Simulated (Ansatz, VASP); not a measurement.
One calculation of Ta2Mo, two programs

```
Ta Mo
1.0
     2.28194   -4.89348    0.00000
     2.28194    4.89348    0.00000
     0.00000    0.00000    4.64976
Ta Mo
4 2
Cartesian
  2.2819 -0.7708 3.4873
  2.2819 -2.4268 1.1624
  2.2819 0.7708 1.1624
  2.2819 2.4268 3.4873
  2.2819 -4.0928 3.4873
  2.2819 4.0928 1.1624
```

Change from the starting cell: the structure that the rattled cuprite type (Pn-3m, No. 224) fell into.

Alike in both runs: functional PBE; k mesh 10 × 10 × 8; occupations gaussian, width 0.1 eV; no spin polarisation.

Ansatz relaxed the structure, and its values are those at the end. VASP's run is a single point on that final structure, the one shown.

|  | VASP | Ansatz |
| --- | --- | --- |
| version | VASP 6.6.1 | Ansatz 0.2.0 |
| potentials or method | VASP PAW PBE potentials, release 64 (Ta_pv, Mo_sv), cutoff 520 eV | scalar-relativistic, plane waves, PAW |
| valence electrons in the cell | 72 | 80 |

VASP gave:

```
gap on the k mesh at the Fermi level (eV) : none
pressure (GPa)                            : 0.2
```

Problem. What did Ansatz give for the same quantities?

Solution. gap on the k mesh at the Fermi level (eV): none; pressure (GPa): 0.0.

A gap of «none» marks a metal or a gap that the smearing closes. With one functional, cell and mesh, what is left measures potentials, basis and numerics. VASP's potentials hold 72 valence electrons a cell and Ansatz's 80, so a difference there can come from the potentials and not from the codes.

Spin-orbit coupling is off throughout.
